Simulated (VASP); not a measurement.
Crystal: Ga2C.

```
Ga C
1.0
     4.33022    0.00000    0.00000
    -2.16511    3.75008    0.00000
     0.00000    0.00000    2.84331
Ga C
2 1
Direct
  0.33333 0.66667 0.50000
  0.66667 0.33333 0.50000
  0.00000 0.00000 0.00000
```

| Property | Result |
| --- | --- |
| Program | VASP 6.6.1 |
| Task | relaxation of cell and atoms |
| Functional | PBE |
| Potentials or basis | VASP PAW PBE potentials, release 64 (Ga_d, C) |
| Cutoff | 600 eV |
| k mesh | 12 × 12 × 16 |
| Occupations | gaussian, width 0.1 eV |
| Spin | no spin polarisation |

At the start: pressure -0.7 GPa; volume 15.39 Å³/atom.

**Question.** Where does the relaxation end?

**Answer.** Over 8 steps the energy falls by 11.9 meV/atom and the volume is 15.06 Å³/atom (-2.1 %); space group P6/mmm (No. 191, to 0.05 Å).

Step by step:
```
step  energy change (eV)  largest force (eV/Å)  pressure (GPa)  volume (Å³)
   1              0.0000                0.0000           -0.74        46.17
   2             -0.0125                0.0000           -0.21        45.69
   3             -0.0310                0.0000            1.58        44.22
   4             -0.0312                0.0000            1.21        44.49
   5             -0.0314                0.0000            1.39        44.38
   6             -0.0322                0.0000           -0.06        45.13
   7             -0.0348                0.0000            0.59        44.78
   8             -0.0357                0.0000           -0.03        45.18
```

Final structure:
```
Ga C
1.0
     4.39869    0.00000    0.00000
    -2.19935    3.80938    0.00000
     0.00000    0.00000    2.69650
Ga C
2 1
Direct
  0.33333 0.66667 0.50000
  0.66667 0.33333 0.50000
  0.00000 0.00000 0.00000
```
